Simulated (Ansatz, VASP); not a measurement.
This is a calculation of CoO for VASP 6.6.1.

Contents of INCAR:

```
PREC = Accurate
ENCUT = 600
EDIFF = 1E-6
ISMEAR = -1
SIGMA = 0.05
LREAL = F
LASPH = T
NELM = 150
ALGO = Normal
ISIF = 3
LWAVE = F
LCHARG = F
ISPIN = 2
MAGMOM = 2 0
LORBIT = 11
LMAXMIX = 4
GGA = B5
ALDAX = 1.0
AGGAX = 1.0
AGGAC = 1.0
ALDAC = 0.0
IBRION = 2
NSW = 60
EDIFFG = -0.02
```

Contents of KPOINTS:

```
regular mesh
0
Gamma
  8 8 7
```

File POSCAR:

```
CoO
1.0
    2.8284500000      0.0000000000      0.0000000000
   -1.4142300000      2.4495100000      0.0000000000
    0.0000000000      0.0000000000      2.7217200000
Co O
1 1
Direct
    0.0000000000      0.0000000000      0.5000000000
    0.6666700000      0.3333300000      0.0000000000
```

Potentials or basis: VASP PAW PBE potentials, release 64 (Co, O).

Launch:

```bash
$ cat potpaw_PBE.64/Co/POTCAR potpaw_PBE.64/O/POTCAR > POTCAR
$ mpirun -np 1 vasp_std > vasp.out
```

Question: Set up the same calculation for Ansatz 0.2.0. Potentials there: Ansatz PAW.

Answer: As run (the cutoff follows the program's own potentials):

File input.yaml:

```yaml
crystal:
  lattice:
    - [2.82845, 0.0, 0.0]
    - [-1.41423, 2.44951, 0.0]
    - [0.0, 0.0, 2.72172]
  atoms:
    - { symbol: Co, position: [0.0, 0.0, 0.5], spin: 2.0 }
    - { symbol: O, position: [0.66667, 0.33333, 0.0] }
hamiltonian:
  xc: blyp
  pseudopotentials: { kind: paw }
magnetization:
  spin_polarized: true
kpoints:
  mp_grid: { grid: [8, 8, 7] }
scf:
  occupations: { method: fermi_dirac, width: 0.05 }
output:
  forces: true
  stress: true
  eigenvalues: true
relax:
  f_tol: 0.01
  max_steps: 40
  cell: { stress_tol: 0.05 }
```

Potentials or basis: Ansatz PAW.

Launch:

```console
$ ansatz run input.yaml --threads 2 --pin off --max-ram 5632MiB --backend cpu --events-out ev --progress --plain --runs-dir out
```

Both were run:

|  | VASP | Ansatz | Ansatz less VASP |
| --- | --- | --- | --- |
| gap on the k mesh at the Fermi level, each at its own relaxed structure (eV) | none | none | - |
| net moment per atom (μB) | 1.50 | 1.50 | 0.000 |
| size of the moment on the site where the two differ most (μB) | 2.54 | 2.50 | -0.042 |
| relaxed volume (Å³/atom) | 9.88 | 9.91 | +0.026 |
| relaxed cell length with the largest relative difference (Å) | 2.729 | 2.732 | +0.0032 |

VASP's potentials were made for PBE, not for BLYP. Site moments also hang on the region over which each program counts them. A gap of «none» marks a metal or a gap that the smearing closes. VASP's potentials hold 15 valence electrons a cell and Ansatz's 23, so a difference there can come from the potentials and not from the codes.

Noted on Ansatz's run: the plane-wave basis is chosen anew once the cell has moved, so the energies of steps on either side of that aren't comparable.
